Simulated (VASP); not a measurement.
# FeSi (P2_13) in VASP: a series of runs

The runs below take FeSi through single point, relaxation of the atoms, with PBE.

All numbers are computed with VASP 6.6.1; they aren't measurements. Logs are shortened: lines on timing, memory, paths and dates and some standing lists are left out, and cuts for length are marked.

## (1) The cell of the first run

Symmetry: P2_13, No. 198, cubic system. The conventional cell has a = 4.535 Å, b = 4.535 Å, c = 4.535 Å, α = 90.00°, β = 90.00°, γ = 90.00°. Fe (site symmetry 3) has 7 Si at 2.31 to 2.57 Å and 6 Fe at 2.78 Å within 3.0 Å. Si (site symmetry 3) has 7 Fe at 2.31 to 2.57 Å and 6 Si at 2.81 Å within 3.0 Å.

## (2) Single point, PBE (11.66 Å³/atom)

File INCAR:

```
PREC = Accurate
ENCUT = 520
EDIFF = 1E-6
ISMEAR = 0
SIGMA = 0.01
LREAL = F
LASPH = T
NELM = 100
ALGO = Normal
ISIF = 2
LWAVE = F
LCHARG = F
GGA = PE
NBANDS = 34
```

File KPOINTS:

```
regular mesh
0
Gamma
  8 8 8
```

File POSCAR:

```
FeSi
1.0
    4.5349880800      0.0000000000      0.0000000000
    0.0000000000      4.5349880800      0.0000000000
    0.0000000000      0.0000000000      4.5349880800
Fe Si
4 4
Direct
    0.1328933657      0.1328933657      0.1328933657
    0.3671066343      0.8671066343      0.6328933657
    0.6328933657      0.3671066343      0.8671066343
    0.8671066343      0.6328933657      0.3671066343
    0.8393476421      0.8393476421      0.8393476421
    0.6606523579      0.1606523579      0.3393476421
    0.3393476421      0.6606523579      0.1606523579
    0.1606523579      0.3393476421      0.6606523579
```

Potentials or basis: VASP PAW PBE potentials, release 64 (Fe, Si).

On the command line:

```sh
> cat potpaw_PBE.64/Fe/POTCAR potpaw_PBE.64/Si/POTCAR > POTCAR
> mpirun -np 1 vasp_std > vasp.out
```

OUTCAR:

```text
PREC = Accurate
   ENCUT = 520
   EDIFF = 1E-6
   ISMEAR = 0
   LREAL = F
   LASPH = T
   NELM = 100
   ISIF = 2
   GGA = PE

 ion  position               nearest neighbor table
   1  0.133  0.133  0.133-   5 2.31   6 2.34   7 2.34   8 2.34   7 2.57   8 2.57   6 2.57   2 2.78
                             4 2.78   2 2.78   4 2.78   3 2.78   3 2.78
   2  0.367  0.867  0.633-   6 2.31   5 2.34   7 2.34   8 2.34   7 2.57   8 2.57   5 2.57   1 2.78
                             3 2.78   1 2.78   3 2.78   4 2.78   4 2.78
   3  0.633  0.367  0.867-   7 2.31   6 2.34   5 2.34   8 2.34   8 2.57   6 2.57   5 2.57   4 2.78
                             2 2.78   2 2.78   4 2.78   1 2.78   1 2.78
   4  0.867  0.633  0.367-   8 2.31   6 2.34   7 2.34   5 2.34   6 2.57   5 2.57   7 2.57   3 2.78
                             1 2.78   1 2.78   3 2.78   2 2.78   2 2.78
   5  0.839  0.839  0.839-   1 2.31   2 2.34   3 2.34   4 2.34   3 2.57   4 2.57   2 2.57   6 2.81
                             7 2.81   8 2.81   6 2.81   8 2.81   7 2.81
   6  0.661  0.161  0.339-   2 2.31   1 2.34   3 2.34   4 2.34   3 2.57   4 2.57   1 2.57   8 2.81
                             5 2.81   5 2.81   7 2.81   7 2.81   8 2.81
   7  0.339  0.661  0.161-   3 2.31   2 2.34   1 2.34   4 2.34   4 2.57   2 2.57   1 2.57   8 2.81
                             5 2.81   8 2.81   6 2.81   6 2.81   5 2.81
   8  0.161  0.339  0.661-   4 2.31   2 2.34   3 2.34   1 2.34   2 2.57   1 2.57   3 2.57   7 2.81
                             5 2.81   7 2.81   5 2.81   6 2.81   6 2.81

  LATTYP: Found a simple cubic cell.
 ALAT       =     4.5349880800

  Lattice vectors:

 A1 = (   4.5349880800,   0.0000000000,   0.0000000000)
 A2 = (   0.0000000000,   4.5349880800,   0.0000000000)
 A3 = (   0.0000000000,   0.0000000000,   4.5349880800)

Analysis of symmetry for initial positions (statically):
=====================================================================
 Subroutine PRICEL returns:
 Original cell was already a primitive cell.

 Routine SETGRP: Setting up the symmetry group for a
 simple cubic supercell.

 Subroutine GETGRP returns: Found 12 space group operations
 (whereof  3 operations were pure point group operations)
 out of a pool of 48 trial point group operations.

The static configuration has the point symmetry C_3 .
 The point group associated with its full space group is T   .

Analysis of symmetry for dynamics (positions and initial velocities):
=====================================================================
 Subroutine PRICEL returns:
 Original cell was already a primitive cell.

 Routine SETGRP: Setting up the symmetry group for a
 simple cubic supercell.

 Subroutine GETGRP returns: Found 12 space group operations
 (whereof  3 operations were pure point group operations)
 out of a pool of 48 trial point group operations.

The dynamic configuration has the point symmetry C_3 .
 The point group associated with its full space group is T   .

 Subroutine INISYM returns: Found 12 space group operations
 (whereof  3 operations are pure point group operations),
 and found     1 'primitive' translations

----------------------------------------------------------------------------------------

                                     Primitive cell

  volume of cell :      93.2671

  direct lattice vectors                    reciprocal lattice vectors
     4.534988080  0.000000000  0.000000000     0.220507746  0.000000000  0.000000000
     0.000000000  4.534988080  0.000000000     0.000000000  0.220507746  0.000000000
     0.000000000  0.000000000  4.534988080     0.000000000  0.000000000  0.220507746

  length of vectors
     4.534988080  4.534988080  4.534988080     0.220507746  0.220507746  0.220507746

  position of ions in fractional coordinates (direct lattice)
     0.132893366  0.132893366  0.132893366
     0.367106634  0.867106634  0.632893366
     0.632893366  0.367106634  0.867106634
     0.867106634  0.632893366  0.367106634
     0.839347642  0.839347642  0.839347642
     0.660652358  0.160652358  0.339347642
     0.339347642  0.660652358  0.160652358
     0.160652358  0.339347642  0.660652358

  ion indices of the primitive-cell ions
   primitive index   ion index
                 1           1
                 2           2
                 3           3
                 4           4
                 5           5
                 6           6
                 7           7
                 8           8

----------------------------------------------------------------------------------------

 KPOINTS: regular mesh

Automatic generation of k-mesh.
 Grid dimensions read from file:
 generate k-points for:    8    8    8

 Generating k-lattice:

  Cartesian coordinates                     Fractional coordinates (reciprocal lattice)
     0.027563468  0.000000000  0.000000000     0.125000000  0.000000000  0.000000000
     0.000000000  0.027563468  0.000000000     0.000000000  0.125000000  0.000000000
     0.000000000  0.000000000  0.027563468     0.000000000  0.000000000  0.125000000

  Length of vectors
     0.027563468  0.027563468  0.027563468

  Shift w.r.t. Gamma in fractional coordinates (k-lattice)
     0.000000000  0.000000000  0.000000000

 Subroutine IBZKPT returns following result:
 ===========================================

 Found     45 irreducible k-points:

 Following reciprocal coordinates:
            Coordinates               Weight
  0.000000  0.000000  0.000000      1.000000
  0.125000  0.000000  0.000000      6.000000
  0.250000  0.000000  0.000000      6.000000
  0.375000  0.000000  0.000000      6.000000
  0.500000  0.000000  0.000000      3.000000
  0.125000  0.125000  0.000000     12.000000
[... 16 lines left out ...]
  0.250000  0.125000  0.125000     24.000000
  0.375000  0.125000  0.125000     24.000000
 [... further k-points ...]
   k-points           NKPTS =     45   k-points in BZ     NKDIM =     45   number of bands    NBANDS=     34
   number of dos      NEDOS =    301   number of ions     NIONS =      8
   total plane-waves  NPLWV =  46656
   dimension x,y,z NGX =    36 NGY =   36 NGZ =   36
   dimension x,y,z NGXF=    72 NGYF=   72 NGZF=   72
   ions per type =               4   4
   NGX,Y,Z   is equivalent  to a cutoff of  13.20, 13.20, 13.20 a.u.
   NGXF,Y,Z  is equivalent  to a cutoff of  26.39, 26.39, 26.39 a.u.
 SYSTEM =  unknown system
   PREC   = accura    normal or accurate (medium, high low for compatibility)
   ISTART =      0    job   : 0-new  1-cont  2-samecut
   ICHARG =      2    charge: 1-file 2-atom 10-const
   ISPIN  =      1    spin polarized calculation?
   LNONCOLLINEAR =      F non collinear calculations
   LSORBIT =      F    spin-orbit coupling
   LASPH  =      T    aspherical Exc in radial PAW
   ENCUT  =  520.0 eV  38.22 Ry    6.18 a.u.   8.43  8.43  8.43*2*pi/ulx,y,z
   NELM   =    100;   NELMIN=  2; NELMDL= -5     # of ELM steps
   EDIFF  = 0.1E-05   stopping-criterion for ELM
   LREAL  =      F    real-space projection
   EDIFFG = 0.1E-04   stopping-criterion for IOM
   NSW    =      0    number of steps for IOM
   IBRION =     -1    ionic relax: 0-MD 1-quasi-New 2-CG
   NFREE  =      0    steps in history (QN), initial steepest desc. (CG)
   ISIF   =      2    stress and relaxation
   ISYM   =      2    0-nonsym 1-usesym 2-fastsym
   POTIM  = 0.5000    time-step for ionic-motion
   TEBEG  =    0.0;   TEEND  =   0.0 temperature during run
   PSTRESS=    0.0 pullay stress
   NELECT =      48.0000    total number of electrons
   NUPDOWN=      -1.0000    fix difference up-down
   EMIN   =  10.00;   EMAX   =-10.00  energy-range for DOS
   EFERMI =   0.00;   METHOD = LEGACY
   ISMEAR =     0;   SIGMA  =   0.01  broadening in eV -4-tet -1-fermi 0-gaus
   EFERMI_NEDOS =   21; number of points for ismear=-14 and -15
   IALGO  =     38    algorithm
   IMIX   =      4    mixing-type and parameters
     AMIX     =   0.40;   BMIX     =  1.00
     AMIX_MAG =   1.60;   BMIX_MAG =  1.00
  volume/ion in A,a.u.               =      11.66        78.67
  Fermi-wavevector in a.u.,A,eV,Ry     =   1.311935  2.479198 23.417998  1.721174
  Thomas-Fermi vector in A             =   2.442362
   LORBIT       =      0    0 simple, 1 ext, 2 COOP (PROOUT), +10 PAW based schemes
   GGA     = PE    functional components
   LHFCALC =     F    Hartree Fock is set to
   AEXX    =    0.0000 exact exchange contribution
   IVDW    =     0    specifies the selected vdW correction
   LEPSILON=     F    determine dielectric tensor
   LRPA    =     F    only Hartree local field effects (RPA)
 non-spin polarized calculation
 Gauss-broadening in eV      SIGMA  =   0.01
  energy-cutoff  :      520.00
  volume of cell :       93.27
 maximum number of plane-waves:      2535
 NGX is ok and might be reduce to    36
   NGX = 17   NGY = 17   NGZ = 17

 number of electron      47.9999983 magnetization

 Free energy of the ion-electron system (eV)
  ---------------------------------------------------
  ext. energy  EPLUGINS =         0.00000000
  ---------------------------------------------------
  free energy    TOTEN  =       -58.59253315 eV

  energy without entropy =      -58.59253315  energy(sigma->0) =      -58.59253315

 E-fermi :   9.0247     XC(G=0): -12.5097

 val. band max:        8.9750711592   @ k =  -0.1250   0.2500   0.0000
 cond. band min:       9.1396564879   @ k =   0.2500   0.2500   0.0000
 fundamental gap:      0.1645853287
 Fermi energy:         9.0247176368

 k-point     1 :       0.0000    0.0000    0.0000
  band No.  band energies     occupation
      1      -3.7930      2.00000
      2       1.3613      2.00000
      3       1.3613      2.00000
      4       1.3613      2.00000
      5       4.1759      2.00000
      6       4.1759      2.00000
[... 26 lines left out ...]
     33      13.0607      0.00000
     34      13.0607      0.00000

 k-point     2 :       0.1250    0.0000    0.0000
  band No.  band energies     occupation
      1      -3.6821      2.00000
      2       0.6205      2.00000
      3       1.4278      2.00000
      4       1.9092      2.00000
      5       3.7196      2.00000
      6       4.2481      2.00000
[... 26 lines left out ...]
     33      13.1873      0.00000
     34      13.2522      0.00000

 k-point     3 :       0.2500    0.0000    0.0000
  band No.  band energies     occupation
      1      -3.3533      2.00000
      2      -0.2879      2.00000
      3       1.6221      2.00000
      4       2.3304      2.00000
      5       3.4754      2.00000
      6       4.4117      2.00000
[... 26 lines left out ...]
     33      13.4446      0.00000
     34      13.4529      0.00000

 k-point     4 :       0.3750    0.0000    0.0000
  band No.  band energies     occupation
      1      -2.8179      2.00000
      2      -1.2320      2.00000
      3       1.9240      2.00000
      4       2.5111      2.00000
      5       3.4722      2.00000
      6       4.3292      2.00000
[... 26 lines left out ...]
     33      13.6906      0.00000
     34      13.7573      0.00000

 k-point     5 :       0.5000    0.0000    0.0000
  band No.  band energies     occupation
      1      -2.0980      2.00000
      2      -2.0980      2.00000
      3       2.2787      2.00000
      4       2.2787      2.00000
      5       3.8461      2.00000
      6       3.8461      2.00000
[... 621 lines left out ...]
 k-point    22 :       0.1250    0.1250    0.1250
  band No.  band energies     occupation
      1      -3.4622      2.00000
      2       0.3786      2.00000
      3       1.0232      2.00000
      4       2.1716      2.00000
      5       3.6462      2.00000
      6       4.3568      2.00000
[... 26 lines left out ...]
     33      12.9420      0.00000
     34      13.4783      0.00000

 k-point    23 :       0.2500    0.1250    0.1250
  band No.  band energies     occupation
      1      -3.1371      2.00000
      2      -0.1997      2.00000
      3       1.0605      2.00000
      4       2.2744      2.00000
      5       3.4789      2.00000
      6       4.2162      2.00000
[... 26 lines left out ...]
     33      13.2224      0.00000
     34      13.4017      0.00000

 k-point    24 :       0.3750    0.1250    0.1250
  band No.  band energies     occupation
      1      -2.6088      2.00000
      2      -1.0633      2.00000
      3       1.3872      2.00000
      4       2.2411      2.00000
      5       3.2986      2.00000
      6       3.9827      2.00000
[... 26 lines left out ...]
     33      12.9185      0.00000
     34      13.6845      0.00000

 [... further k-points ...]

------------------------ aborting loop because EDIFF is reached ----------------------------------------

  FORCE on cell =-STRESS in cart. coord.  units (eV):
  Direction    XX          YY          ZZ          XY          YZ          ZX
  --------------------------------------------------------------------------------------
  -------------------------------------------------------------------------------------
  Total       -6.3121725     -6.3121725     -6.3121725      0.0000000      0.0000000      0.0000000
  in kB     -108.4328800   -108.4328800   -108.4328800      0.0000000      0.0000000      0.0000000
  external PRESSURE =    -108.4328800 kB  Pullay stress =       0.0000000 kB

 VOLUME and BASIS-vectors are now :
 -----------------------------------------------------------------------------
  energy-cutoff  :      520.00
  volume of cell :       93.27
      direct lattice vectors                 reciprocal lattice vectors
     4.534988080  0.000000000  0.000000000     0.220507746  0.000000000  0.000000000
     0.000000000  4.534988080  0.000000000     0.000000000  0.220507746  0.000000000
     0.000000000  0.000000000  4.534988080     0.000000000  0.000000000  0.220507746

 POSITION                                       TOTAL-FORCE (eV/Angst)
 -----------------------------------------------------------------------------------
      0.60267      0.60267      0.60267         0.016667      0.016667      0.016667
      1.66482      3.93232      2.87016        -0.016667     -0.016667      0.016667
      2.87016      1.66482      3.93232         0.016667     -0.016667     -0.016667
      3.93232      2.87016      1.66482        -0.016667      0.016667     -0.016667
      3.80643      3.80643      3.80643         0.002086      0.002086      0.002086
      2.99605      0.72856      1.53894        -0.002086     -0.002086      0.002086
      1.53894      2.99605      0.72856         0.002086     -0.002086     -0.002086
      0.72856      1.53894      2.99605        -0.002086      0.002086     -0.002086
 -----------------------------------------------------------------------------------
    total drift:                               -0.000000     -0.000000     -0.000000

  FREE ENERGIE OF THE ION-ELECTRON SYSTEM (eV)
  ---------------------------------------------------
  free  energy   TOTEN  =       -58.5925331524 eV

  energy  without entropy=      -58.5925331524  energy(sigma->0) =      -58.59253315
```

Wall time 3.5 min (1 thread of Intel Xeon 8259CL, shared host); peak memory 0.26 GiB.

Results:

```
Free energy            : -58.5925 eV
Pressure               : -10.8 GPa
Largest force          : 0.029 eV/Å
Band gap on the k mesh : 0.16 eV (least direct gap 0.18 eV)
```

Forces in eV/Å, atoms in the order of the input:
```
Fe   0.017  0.017  0.017
Fe  -0.017 -0.017  0.017
Fe   0.017 -0.017 -0.017
Fe  -0.017  0.017 -0.017
Si   0.002  0.002  0.002
Si  -0.002 -0.002  0.002
Si   0.002 -0.002 -0.002
Si  -0.002  0.002 -0.002
```

Levels at points of the mesh, in eV from the valence-band top:
| k point | band 21 | band 22 | band 23 | band 24 | band 25 | band 26 | band 27 | band 28 |
| --- | --- | --- | --- | --- | --- | --- | --- | --- |
| (0.00, 0.00, 0.00) | -0.26 | -0.26 | -0.03 | -0.03 | 0.61 | 0.61 | 0.61 | 2.78 |
| (0.50, 0.00, 0.00) | -0.34 | -0.34 | -0.01 | -0.01 | 0.20 | 0.20 | 1.62 | 1.62 |
| (0.50, 0.50, 0.00) | -0.94 | -0.94 | -0.32 | -0.32 | 0.61 | 0.61 | 1.20 | 1.20 |
| (0.50, 0.50, 0.50) | -0.60 | -0.60 | -0.60 | -0.60 | 0.47 | 0.47 | 0.47 | 0.47 |

Caveat: the cell stands under tension.

## (3) Single point, PBE (11.99 Å³/atom)

This run uses another cell than the first one, of 11.99 Å³/atom.

File INCAR:

```
PREC = Accurate
ENCUT = 520
EDIFF = 1E-6
ISMEAR = 0
SIGMA = 0.01
LREAL = False
LASPH = True
NELM = 80
ALGO = Normal
ISIF = 2
LWAVE = False
LCHARG = False
GGA = PE
NBANDS = 34
```

KPOINTS is that of step 2.

File POSCAR:

```
FeSi
1.0
    4.5773736029      0.0000000000      0.0000000000
    0.0000000000      4.5773736029      0.0000000000
    0.0000000000      0.0000000000      4.5773736029
Fe Si
4 4
Direct
    0.1310803130      0.1310803130      0.1310803130
    0.3689196870      0.8689196870      0.6310803130
    0.6310803130      0.3689196870      0.8689196870
    0.8689196870      0.6310803130      0.3689196870
    0.8385667051      0.8385667051      0.8385667051
    0.6614332949      0.1614332949      0.3385667051
    0.3385667051      0.6614332949      0.1614332949
    0.1614332949      0.3385667051      0.6614332949
```

Potentials or basis: VASP PAW PBE potentials, release 64 (Fe, Si).

On the command line:

```sh
> cat potpaw_PBE.64/Fe/POTCAR potpaw_PBE.64/Si/POTCAR > POTCAR
> mpirun -np 1 vasp_std > vasp.out
```

It took 3.8 min on 1 thread of Intel Xeon 8259CL, shared host; peak memory 0.27 GiB.

The run converged. Its results:

| Property | Result |
| --- | --- |
| Free energy | -58.3768 eV |
| Pressure | -15.0 GPa |
| Largest force | 0.028 eV/Å |
| Band gap on the k mesh | 0.17 eV (least direct gap 0.18 eV) |

Forces in eV/Å, atoms in the order of the input:
```
Fe   0.016  0.016  0.016
Fe  -0.016 -0.016  0.016
Fe   0.016 -0.016 -0.016
Fe  -0.016  0.016 -0.016
Si   0.002  0.002  0.002
Si  -0.002 -0.002  0.002
Si   0.002 -0.002 -0.002
Si  -0.002  0.002 -0.002
```

Levels at points of the mesh, in eV from the valence-band top:
```tsv
k point	band 20	band 21	band 22	band 23	band 24	band 25	band 26	band 27	band 28	band 29
(0.00, 0.00, 0.00)	-0.25	-0.25	-0.25	-0.02	-0.02	0.59	0.59	0.59	2.67	2.67
(0.50, 0.00, 0.00)	-1.08	-0.33	-0.33	-0.02	-0.02	0.20	0.20	1.58	1.58	1.91
(0.50, 0.50, 0.00)	-1.11	-0.90	-0.90	-0.31	-0.31	0.60	0.60	1.16	1.16	2.36
(0.50, 0.50, 0.50)	-0.64	-0.57	-0.57	-0.57	-0.57	0.46	0.46	0.46	0.46	5.10
```

Caveat: the cell stands under tension.

(Continued in part 2 of 2.)
